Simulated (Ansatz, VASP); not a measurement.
# TaN in VASP and in Ansatz

```
Ta N
1.0
     5.19600    0.00000    0.00000
    -2.59800    4.49987    0.00000
     0.00000    0.00000    2.91100
Ta N
3 3
Direct
  0.33333 0.66667 0.50000
  0.66667 0.33333 0.50000
  0.00000 0.00000 0.00000
  0.39285 0.00000 0.00000
  0.60715 0.60715 0.00000
  0.00000 0.39285 0.00000
```

Alike in both runs: task relaxation of cell and atoms; functional PBEsol; k mesh 6 × 6 × 9; no spin polarisation.

```csv
,VASP,Ansatz
version,VASP 6.6.1,Ansatz 0.2.0
potentials or method,"VASP PAW PBE potentials, release 64 (Ta_pv, N), cutoff 600 eV","plane waves, PAW"
occupations,"methfessel-paxton of order 1, width 0.1 eV","cold, width 0.1 eV"
valence electrons in the cell,48,54
```

Ansatz gave:

* relaxed volume (Å³/atom): 11.21
* relaxed cell length with the largest relative difference (Å): 5.181

Question: Which values does VASP return?

Answer: Relaxed volume (Å³/atom): 11.24; relaxed cell length with the largest relative difference (Å): 5.186.

VASP's potentials were made for PBE, not for PBEsol. VASP's potentials hold 48 valence electrons a cell and Ansatz's 54, so a difference there can come from the potentials and not from the codes. Ansatz's warnings: stress scf threshold loose.

Spin-orbit coupling is off throughout.
